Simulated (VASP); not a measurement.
A run of VASP 6.6.1 is set up as follows.

File INCAR:

```
SYSTEM = Be4TeAs2
ALGO = Normal ; EDIFF = 1E-7
ENCUT = 520 ; GGA = PE
ISIF = 2 ; ISMEAR = 0
LASPH = .True. ; LCHARG = .False.
LREAL = .False. ; LWAVE = .False.
NBANDS = 21 ; NELM = 100
PREC = Accurate ; SIGMA = 0.1
```

File KPOINTS:

```
k-points
0
Gamma
  6 6 4
  0 0 0
```

File POSCAR:

```
Be4TeAs2
1.0
    4.6624555858      0.0000000000      0.0000000000
   -2.3312277929      4.0378049813      0.0000000000
    0.0000000000      0.0000000000      6.4814296654
Be Te As
4 1 2
Direct
    0.3333333333      0.6666666667      0.3416883029
    0.6666666667      0.3333333333      0.3416883029
    0.6666666667      0.3333333333      0.6583116971
    0.3333333333      0.6666666667      0.6583116971
    0.0000000000      0.0000000000      0.5000000000
    0.3333333333      0.6666666667      0.0000000000
    0.6666666667      0.3333333333      0.0000000000
```

Potentials or basis: VASP PAW PBE potentials, release 64 (Be, Te, As).

Command:

```console
$ cat potpaw_PBE.64/Be/POTCAR potpaw_PBE.64/Te/POTCAR potpaw_PBE.64/As/POTCAR > POTCAR
$ mpirun -np 1 vasp_std > vasp.out
```

Question: What does it give for the largest force?

Answer: 0.017 eV/Å.

Question: What does it give for the pressure?

Answer: 0.1 GPa.

Stress tensor (GPa, compression positive):
```
0.07 0.00 0.00
0.00 0.07 0.00
0.00 0.00 0.24
```
